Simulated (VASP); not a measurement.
Here is a VASP 6.6.1 calculation.

INCAR

```
SYSTEM = Mg9O8
PREC = Accurate
ENCUT = 520
EDIFF = 1E-6
ISMEAR = -1
SIGMA = 0.02
LREAL = Auto
LASPH = .TRUE.
NELM = 60
ALGO = Normal
ISIF = 2
LWAVE = .FALSE.
LCHARG = .FALSE.
GGA = CA
NBANDS = 47
```

KPOINTS

```
Automatic mesh
0
G
  3 3 3
  0 0 0
```

POSCAR

```
Mg9O8
1.0
    0.0000000000      4.3520000000      4.3520000000
    4.3520000000      0.0000000000      4.3520000000
    4.3520000000      4.3520000000      0.0000000000
Mg O
9 8
Direct
    0.0054303768      0.0063039982      0.0185622702
    0.0449897748      0.0455063189      0.3639072840
    0.0054298024      0.4695042509      0.0185495175
   -0.0083635110      0.4952879136      0.5176261489
    0.4686518842      0.0063177849      0.0185507812
    0.4945654871     -0.0076289062      0.5177665441
    0.4930441176      0.4937463235      0.0193258272
    0.4945375689      0.4951338465      0.5178006664
   -0.0959497932      0.9048767233      0.7859964384
    0.2571066176      0.2581339614      0.2415360754
    0.2443776425      0.2453220358      0.7647462086
    0.2570449219      0.7431170726      0.2415619256
    0.2607985983      0.7247181756      0.7897243796
    0.7425357307      0.2577815947      0.2416664752
    0.7240966222      0.2613075597      0.7902358686
    0.7597724035      0.7596694623      0.2208951057
    0.7240288373      0.7242241498      0.7902907858
```

Potentials or basis: VASP PAW LDA potentials, release 64 (Mg, O).

Launch:

```bash
$ cat potpaw_LDA.64/Mg/POTCAR potpaw_LDA.64/O/POTCAR > POTCAR
$ mpirun -np 1 vasp_std > vasp.out
```

What does it give for the pressure?

10.5 GPa.

What does it give for the band gap on the k mesh?

0.40 eV.

What does it give for the largest force?

0.054 eV/Å.

Forces on the atoms (eV/Å):
```
Mg   0.006  0.005 -0.002
Mg   0.032  0.027 -0.034
Mg   0.003  0.004 -0.005
Mg  -0.013  0.003  0.013
Mg   0.000  0.007  0.000
Mg   0.002 -0.012  0.013
Mg   0.012  0.010 -0.013
Mg  -0.013 -0.012 -0.002
Mg   0.002  0.007  0.000
O    0.006  0.019  0.037
O   -0.018 -0.006  0.021
O   -0.040  0.022 -0.005
O   -0.014  0.025  0.011
O    0.020 -0.047 -0.017
O    0.019 -0.017  0.005
O    0.002 -0.021 -0.007
O   -0.006 -0.016 -0.019
```
